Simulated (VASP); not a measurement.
CdTe: single point with PBEsol

The system is CdTe.

```
CELL_PARAMETERS angstrom
3.10563 -3.13533 0.00000
3.10563 3.13533 0.00000
0.00000 0.00000 6.17080
ATOMIC_POSITIONS crystal
Cd 0.27703 0.72297 0.75000
Cd 0.72297 0.27703 0.25000
Te 0.76614 0.23386 0.75000
Te 0.23386 0.76614 0.25000
```

```json
{
 "Program": "VASP 6.6.1",
 "Task": "single point",
 "Functional": "PBEsol",
 "Potentials or basis": "VASP PAW PBE potentials, release 64 (Cd, Te)",
 "Cutoff": "520 eV",
 "k mesh": "9 × 9 × 6",
 "Occupations": "fermi-dirac, width 0.05 eV",
 "Spin": "no spin polarisation",
 "Dipole correction": "no",
 "Further INCAR settings": "ALGO = Normal; EDIFF = 1e-06; NBANDS = 26"
}
```

* Pressure: -4.5 GPa
* Largest force: 0.088 eV/Å
* Band gap on the k mesh: zero (bands 18 and 19 overlap by 1.18 eV)

Forces on the atoms (eV/Å):
```
Cd   0.000  0.017  0.000
Cd   0.000 -0.017  0.000
Te   0.000  0.088  0.000
Te   0.000 -0.088  0.000
```

Stress tensor (GPa, compression positive):
```
-4.55  0.00  0.00
 0.00 -4.53  0.00
 0.00  0.00 -4.28
```

Levels at points of the mesh, in eV from the Fermi level:
| k point | band 16 | band 17 | band 18 | band 19 | band 20 | band 21 |
| --- | --- | --- | --- | --- | --- | --- |
| (0.00, 0.00, 0.00) | -1.29 | -0.40 | -0.36 | -0.31 | 0.04 | 4.28 |
| (0.00, 0.00, 0.50) | -1.20 | -1.15 | -1.15 | 1.56 | 1.56 | 5.07 |

Run time: 92 s on 1 thread of Intel(R) Xeon(R) 6975P-C (Granite Rapids) (shared host), peak memory 0.43 GiB.

Caveat: the cell stands under tension; the PAW data sets were made with another functional, which shifts forces and pressure a little; spin-orbit coupling is left out, which moves the levels of the heavy elements.
